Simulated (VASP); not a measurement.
CsMgF3, 5 atoms in the cell. Symmetry: Amm2, No. 38, orthorhombic system. Conventional cell: a = 4.252 Å, b = 6.014 Å, c = 6.014 Å, α = 90.00°, β = 90.00°, γ = 90.00°. Cs (site symmetry mm2) has 12 F at 2.96 to 3.06 Å and 8 Mg at 3.68 Å within 3.9 Å. Mg (site symmetry mm2) has 6 F at 2.09 to 2.16 Å within 2.8 Å. Within 2.8 Å of F (site symmetry mm2) lie 2 Mg at 2.13 Å. Within 2.8 Å of F (site symmetry m) lie 2 Mg at 2.09 to 2.16 Å.  This cell differs from its parent crystal: all F atoms moved -0.050 Å, as atom 3 towards its neighbour atom 1 (Cs) at 3.007 Å.

```yaml
Program: VASP 6.6.1
Task: single point
Functional: LDA
Potentials_or_basis: VASP PAW LDA potentials, release 64 (Cs_sv, Mg, F)
Cutoff: 520 eV
k_mesh: 6 × 6 × 6
Occupations: gaussian, width 0.05 eV
Spin: no spin polarisation
Dipole_correction: no
Further_INCAR_settings: ALGO = Normal; EDIFF = 1e-06; NBANDS = 24
```

Potentials or basis: VASP PAW LDA potentials, release 64 (Cs_sv, Mg, F).

Command:

```console
$ cat potpaw_LDA.64/Cs_sv/POTCAR potpaw_LDA.64/Mg/POTCAR potpaw_LDA.64/F/POTCAR > POTCAR
$ mpirun -np 1 vasp_std > vasp.out
```

Hardware: 1 thread of Intel(R) Xeon(R) Platinum 8488C (Sapphire Rapids) (shared host).

Task: Estimate the wall time of this run.

Result: Run time: 42 s on 1 thread of Intel(R) Xeon(R) Platinum 8488C (Sapphire Rapids), with other jobs on the host, peak memory 0.21 GiB. Counts: scf iterations 12, k points 52.
